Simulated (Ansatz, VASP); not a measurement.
## Two plane-wave programs on Hf

```
Hf
1.0
     3.19776    0.00000    0.00000
    -1.59888    2.76934    0.00000
     0.00000    0.00000    5.08104
Hf
2
Direct
  0.33333 0.66667 0.75000
  0.66667 0.33333 0.25000
```

Alike in both runs: functional PBE; k mesh 8 × 8 × 4; occupations gaussian, width 0.05 eV; no spin polarisation.

Ansatz relaxed the structure, and its values are those at the end. VASP's run is a single point on that final structure, the one shown.

```csv
,VASP,Ansatz
version,VASP 6.6.1,Ansatz 0.2.0
potentials or method,"VASP PAW PBE potentials, release 64 (Hf_pv), cutoff 500 eV","scalar-relativistic, plane waves, PAW"
valence electrons in the cell,20,52
```

Ansatz gave:

| Item | Value |
| --- | --- |
| gap on the k mesh at the Fermi level (eV) | none |
| pressure (GPa) | 0.0 |

Problem. What did VASP give for the same quantities?

Solution. gap on the k mesh at the Fermi level (eV): none; pressure (GPa): -0.4.

A gap of «none» marks a metal or a gap that the smearing closes. VASP's potentials hold 20 valence electrons a cell and Ansatz's 52, so a difference there can come from the potentials and not from the codes.

Neither program's run includes spin-orbit coupling.
